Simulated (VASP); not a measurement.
# NaLu (Fm-3m) in VASP: further runs, part 2 of 2

VASP 6.6.1.

### Step 3. Single point, PBE

This run uses another cell than the first one, of 31.83 Å³/atom.

INCAR

```
SYSTEM = NaLu
PREC = Accurate ; ENCUT = 520
EDIFF = 1E-6 ; ISMEAR = 0
SIGMA = 0.1 ; LREAL = .FALSE.
LASPH = .TRUE. ; NELM = 60
ALGO = Normal ; ISIF = 2
LWAVE = .FALSE. ; LCHARG = .TRUE.
GGA = PE ; LELF = .TRUE.
LVHAR = .TRUE. ; NBANDS = 23
```

KPOINTS

```
regular mesh
0
G
  6 6 6
  0 0 0
```

POSCAR

```
NaLu
1.0
    0.0000000000      3.1693307363      3.1693307363
    3.1693307363      0.0000000000      3.1693307363
    3.1693307363      3.1693307363      0.0000000000
Na Lu
1 1
Direct
    0.5000000000      0.5000000000      0.5000000000
    0.0000000000      0.0000000000      0.0000000000
```

Potentials or basis: VASP PAW PBE potentials, release 64 (Na_pv, Lu).

Run with:

```
cat potpaw_PBE.64/Na_pv/POTCAR potpaw_PBE.64/Lu/POTCAR > POTCAR
mpirun -np 1 vasp_std > vasp.out
```

OUTCAR:

```text
SYSTEM = NaLu
   PREC = Accurate
   ENCUT = 520
   EDIFF = 1E-6
   ISMEAR = 0
   LREAL = .FALSE.
   LASPH = .TRUE.
   NELM = 60
   ISIF = 2
   GGA = PE

 ion  position               nearest neighbor table
   1  0.500  0.500  0.500-   2 3.17   2 3.17   2 3.17   2 3.17   2 3.17   2 3.17
   2  0.000  0.000  0.000-   1 3.17   1 3.17   1 3.17   1 3.17   1 3.17   1 3.17

  LATTYP: Found a face centered cubic cell.
 ALAT       =     6.3386614726

  Lattice vectors:

 A1 = (   0.0000000000,   3.1693307363,   3.1693307363)
 A2 = (   3.1693307363,   0.0000000000,   3.1693307363)
 A3 = (   3.1693307363,   3.1693307363,   0.0000000000)

Analysis of symmetry for initial positions (statically):
=====================================================================
 Subroutine PRICEL returns:
 Original cell was already a primitive cell.

 Routine SETGRP: Setting up the symmetry group for a
 face centered cubic supercell.

 Subroutine GETGRP returns: Found 48 space group operations
 (whereof 48 operations were pure point group operations)
 out of a pool of 48 trial point group operations.

The static configuration has the point symmetry O_h .

[... 148 lines left out ...]
  free energy    TOTEN  =        -4.06836896 eV

  energy without entropy =       -4.05275927  energy(sigma->0) =       -4.06056411

 E-fermi :   1.3640     XC(G=0):  -8.7325

 val. band max:        1.3327283079   @ k =   0.5000   0.3333   0.0000
 cond. band min:       1.4167670461   @ k =  -0.3333   0.3333   0.1667
 fundamental gap:      0.0840387382
 Fermi energy:         1.3640211236

 k-point     1 :       0.0000    0.0000    0.0000
  band No.  band energies     occupation
      1     -56.3453      2.00000
      2     -26.9380      2.00000
      3     -26.9380      2.00000
      4     -26.9380      2.00000
      5     -22.8597      2.00000
      6     -22.8597      2.00000
[... 405 lines left out ...]
     22       4.6822      0.00000
     23       5.9345      0.00000

------------------------ aborting loop because EDIFF is reached ----------------------------------------

  FORCE on cell =-STRESS in cart. coord.  units (eV):
  Direction    XX          YY          ZZ          XY          YZ          ZX
  --------------------------------------------------------------------------------------
  -------------------------------------------------------------------------------------
  Total        0.0372972      0.0372972      0.0372972      0.0000000     -0.0000000      0.0000000
  in kB        0.9385435      0.9385435      0.9385435      0.0000000     -0.0000000      0.0000000
  external PRESSURE =       0.9385435 kB  Pullay stress =       0.0000000 kB

 VOLUME and BASIS-vectors are now :
 -----------------------------------------------------------------------------
  energy-cutoff  :      520.00
  volume of cell :       63.67
      direct lattice vectors                 reciprocal lattice vectors
     0.000000000  3.169330736  3.169330736    -0.157762014  0.157762014  0.157762014
     3.169330736  0.000000000  3.169330736     0.157762014 -0.157762014  0.157762014
     3.169330736  3.169330736  0.000000000     0.157762014  0.157762014 -0.157762014

 POSITION                                       TOTAL-FORCE (eV/Angst)
 -----------------------------------------------------------------------------------
      3.16933      3.16933      3.16933         0.000000     -0.000000      0.000000
      0.00000      0.00000      0.00000        -0.000000      0.000000     -0.000000
 -----------------------------------------------------------------------------------
    total drift:                               -0.000000      0.000000      0.000000

  FREE ENERGIE OF THE ION-ELECTRON SYSTEM (eV)
  ---------------------------------------------------
  free  energy   TOTEN  =        -4.0683689599 eV

  energy  without entropy=       -4.0527592652  energy(sigma->0) =       -4.06056411
```

stdout:

```text
POSCAR found type information on POSCAR NaLu
 POSCAR found :  2 types and       2 ions
 scaLAPACK will be used
 LDA part: xc-table for (Slater+PW92), standard interpolation
 POSCAR, INCAR and KPOINTS ok, starting setup
 FFT: planning ... GRIDC
 FFT: planning ... GRID_SOFT
 FFT: planning ... GRID
 WAVECAR not read
 entering main loop
```

It took 32 s on 1 thread of AMD EPYC 9R45 (Zen 5), shared host; peak memory 0.18 GiB.

What came out:

```
Free energy            : -4.0684 eV
Pressure               : 0.1 GPa
Band gap on the k mesh : zero (bands 16 and 17 overlap by 1.41 eV)
```

Levels at points of the mesh, in eV from the Fermi level:
```tsv
k point	band 14	band 15	band 16	band 17	band 18	band 19
(0.00, 0.00, 0.00)	-6.29	-4.85	1.04	1.04	1.04	1.77
(0.50, 0.00, 0.00)	-6.29	-2.43	-1.06	0.91	0.91	2.62
(0.50, 0.50, 0.00)	-6.29	-1.58	-0.36	-0.34	1.80	2.48
```

Caveat: spin-orbit coupling is left out, which moves the levels of the heavy elements.

### Step 4. Relaxation of cell and atoms, PBE

INCAR

```
ALGO     = Normal         # electronic algorithm
EDIFF    = 1E-7           # SCF threshold, eV
EDIFFG   = -0.04          # ionic threshold
ENCUT    = 600            # plane-wave cutoff, eV
GGA      = PE             # functional
IBRION   = 2              # ionic algorithm
ISIF     = 3              # what is computed and relaxed
ISMEAR   = 0              # smearing method
LASPH    = T              # aspherical terms in the spheres
LCHARG   = F              # write CHGCAR
LREAL    = F              # projectors in reciprocal space
LWAVE    = F              # write WAVECAR
NELM     = 60             # most SCF steps
NSW      = 90             # ionic steps
PREC     = Accurate       # precision mode
SIGMA    = 0.1            # smearing width, eV
```

KPOINTS

```
k-points
0
Gamma
  6 6 6
```

POSCAR

```
NaLu
1.0
    0.0000000000      2.8178793000      2.8178793000
    2.8178793000      0.0000000000      2.8178793000
    2.8178793000      2.8178793000      0.0000000000
Na Lu
1 1
Direct
    0.5000000000      0.5000000000      0.5000000000
    0.0000000000      0.0000000000      0.0000000000
```

Run with:

```
cat potpaw_PBE.64/Na_pv/POTCAR potpaw_PBE.64/Lu/POTCAR > POTCAR
mpirun -np 1 vasp_std > vasp.out
```

Wall time 83 s (1 thread of AMD EPYC 9R45 (Zen 5), shared host); peak memory 0.16 GiB.

Results (log left out):

```
Free energy                           : -4.0646 eV
Relaxed volume                        : 31.88 Å³/atom
Relaxed cell                          : a = 4.484 Å, b = 4.484 Å, c = 4.484 Å, α = 60.00°, β = 60.00°, γ = 60.00°
Space group after relaxing (to 0.1 Å) : Fm-3m (No. 225)
Energy gained by relaxing             : 321.7 meV/atom
Ionic steps                           : 4
Pressure after relaxing               : 0.1 GPa
Band gap on the k mesh                : zero (bands 16 and 17 overlap by 1.41 eV)
```

Step by step:
| step | energy change (eV) | largest force (eV/Å) | pressure (GPa) | volume (Å³) |
| --- | --- | --- | --- | --- |
| 1 | 0.0000 | 0.0000 | 14.31 | 44.75 |
| 2 | -0.6160 | 0.0000 | 1.91 | 58.98 |
| 3 | -0.6203 | 0.0000 | -1.73 | 69.08 |
| 4 | -0.6435 | 0.0000 | 0.05 | 63.75 |

Final structure:
```
Na Lu
1.0
     0.00000    3.17071    3.17071
     3.17071    0.00000    3.17071
     3.17071    3.17071    0.00000
Na Lu
1 1
Cartesian
  3.1707 3.1707 3.1707
  0.0000 0.0000 0.0000
```

Levels at points of the mesh, in eV from the Fermi level:
```
           k point  band 13  band 14  band 15  band 16  band 17  band 18  band 19  band 20
(0.00, 0.00, 0.00)    -6.29    -6.29    -4.84     1.04     1.04     1.04     1.76     1.76
(0.50, 0.00, 0.00)    -6.29    -6.29    -2.43    -1.06     0.91     0.91     2.62     2.77
(0.50, 0.50, 0.00)    -6.30    -6.29    -1.58    -0.36    -0.34     1.80     2.48     3.06
```

Caveat: the volume moved by over 15 % at a fixed basis, so the end points are rough; spin-orbit coupling is left out, which moves the levels of the heavy elements.

### Step 5. Single point, PBE

This run uses another cell than the first one, of 32.14 Å³/atom.

INCAR

```
PREC = Accurate ; ENCUT = 520
EDIFF = 1E-7 ; ISMEAR = 0
SIGMA = 0.1 ; LREAL = False
LASPH = True ; NELM = 100
ALGO = Fast ; ISIF = 2
LWAVE = False ; LCHARG = True
GGA = PE ; LELF = True
LVHAR = True ; NBANDS = 23
```

KPOINTS

```
Automatic mesh
0
Gamma
  16 16 16
```

POSCAR

```
NaLu
1.0
    0.0000000000      3.1794525567      3.1794525567
    3.1794525567      0.0000000000      3.1794525567
    3.1794525567      3.1794525567      0.0000000000
Na Lu
1 1
Direct
    0.5000000000      0.5000000000      0.5000000000
    0.0000000000      0.0000000000      0.0000000000
```

Run with:

```
cat potpaw_PBE.64/Na_pv/POTCAR potpaw_PBE.64/Lu/POTCAR > POTCAR
mpirun -np 1 vasp_std > vasp.out
```

It took 15 min on 1 thread of AMD EPYC 9R45 (Zen 5), shared host; peak memory 0.35 GiB.

Results (log left out):

- Free energy: -4.0731 eV
- Pressure: -0.3 GPa
- Band gap on the k mesh: zero (bands 16 and 17 overlap by 1.42 eV)

Levels at points of the mesh, in eV from the Fermi level:
| k point | band 14 | band 15 | band 16 | band 17 | band 18 | band 19 |
| --- | --- | --- | --- | --- | --- | --- |
| (0.00, 0.00, 0.00) | -6.29 | -4.80 | 1.06 | 1.06 | 1.06 | 1.78 |
| (0.50, 0.00, 0.00) | -6.28 | -2.40 | -1.03 | 0.93 | 0.93 | 2.61 |
| (0.50, 0.50, 0.00) | -6.28 | -1.55 | -0.33 | -0.30 | 1.79 | 2.48 |

Caveat: spin-orbit coupling is left out, which moves the levels of the heavy elements.

### Step 6. Summary

```csv
task,cell,k mesh,cutoff (eV),gap on the mesh (eV),pressure (GPa)
single point,"a = 3.985 Å, angles 60.0°, 2 atoms",6 × 6 × 6,520,none,14.3
single point,"a = 4.482 Å, angles 60.0°, 2 atoms",6 × 6 × 6,520,none,0.1
relaxation of cell and atoms,"relaxed from a = 3.985 Å, angles 60.0°, 2 atoms",6 × 6 × 6,600,none,0.1
single point,"a = 4.496 Å, angles 60.0°, 2 atoms",16 × 16 × 16,520,none,-0.3
```

Alike in all rows: level PBE; potentials or basis VASP PAW PBE potentials, release 64 (Na_pv, Lu); no spin polarisation; smearing gaussian 0.1 eV.

Caveats: spin-orbit coupling is left out, which moves the levels of the heavy elements; the cell stands under pressure (at least some runs); the volume moved by over 15 % at a fixed basis, so the end points are rough (at least some runs).

Total energies depend on the potentials used, so only differences within one code and one set of settings carry meaning.
